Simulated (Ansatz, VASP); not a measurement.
# Ir2Rh in VASP and in Ansatz

INCAR

```
PREC = Accurate ; ENCUT = 520
EDIFF = 1E-6 ; ISMEAR = 0
SIGMA = 0.1 ; LREAL = False
LASPH = True ; NELM = 150
ALGO = Normal ; ISIF = 2
LWAVE = False ; LCHARG = True
ISPIN = 2 ; MAGMOM = 1 1 1 1 1 1
LORBIT = 11 ; LMAXMIX = 4
GGA = PE ; LELF = True
LVHAR = True ; NBANDS = 46
```

Contents of KPOINTS:

```
Automatic mesh
0
Gamma
  6 6 2
```

Contents of POSCAR:

```
Ir2Rh
1.0
    2.7391564000      0.0000000000      0.0000000000
   -1.3695782000      2.3721790000      0.0000000000
    0.0000000000      0.0000000000     13.2933463000
Ir Rh
4 2
Direct
    0.3333333000      0.6666667000      0.8329680000
    0.3333333000      0.6666667000      0.1670320000
    0.3333333000      0.6666667000      0.5000000000
    0.6666667000      0.3333333000      0.0000000000
    0.6666667000      0.3333333000      0.3341980000
    0.6666667000      0.3333333000      0.6658020000
```

Input for Ansatz:

```yaml
crystal:
  lattice:
    - [2.7391564, 0.0, 0.0]
    - [-1.3695782, 2.372179, 0.0]
    - [0.0, 0.0, 13.2933463]
  atoms:
    - { symbol: Ir, position: [0.3333333, 0.6666667, 0.832968], spin: 1.0 }
    - { symbol: Ir, position: [0.3333333, 0.6666667, 0.167032], spin: 1.0 }
    - { symbol: Ir, position: [0.3333333, 0.6666667, 0.5], spin: 1.0 }
    - { symbol: Ir, position: [0.6666667, 0.3333333, 0.0], spin: 1.0 }
    - { symbol: Rh, position: [0.6666667, 0.3333333, 0.334198], spin: 1.0 }
    - { symbol: Rh, position: [0.6666667, 0.3333333, 0.665802], spin: 1.0 }
basis:
  ecutwfc: 420
kpoints:
  mp_grid: { grid: [6, 6, 2] }
hamiltonian:
  xc: pbe
scf:
  occupations: { method: gaussian, width: 0.1 }
  lower_state_search: "off"
output:
  forces: true
  stress: true
  eigenvalues: true
  populations: true
magnetization:
  spin_polarized: true
```

Alike in both runs: task single point; functional PBE; k mesh 6 × 6 × 2; occupations gaussian, width 0.1 eV; collinear spin.

|  | VASP | Ansatz |
| --- | --- | --- |
| version | VASP 6.6.1 | Ansatz 0.2.0 |
| potentials or method | VASP PAW PBE potentials, release 64 (Ir, Rh_pv), cutoff 520 eV | scalar-relativistic, plane waves, PAW |
| valence electrons in the cell | 66 | 102 |

|  | VASP | Ansatz | Ansatz less VASP |
| --- | --- | --- | --- |
| gap on the k mesh at the Fermi level (eV) | none | none | - |
| pressure (GPa) | 0.8 | 0.4 | -0.34 |
| traceless stress, the component that is largest in VASP (GPa) | -4.98 | -5.00 | -0.027 |
| rms of the force components (eV/Å) | 0.030 | 0.039 | +0.0090 |
| net moment per atom (μB) | 0.00 | 0.00 | 0.000 |

Atom by atom the forces differ by 0.010 eV/Å (rms over components). A gap of «none» marks a metal or a gap that the smearing closes. VASP's potentials hold 66 valence electrons a cell and Ansatz's 102, so a difference there can come from the potentials and not from the codes. Ansatz's warnings: seeded moment not kept.

The k mesh is coarse, so the values compare programs but aren't converged. Neither program's run includes spin-orbit coupling.
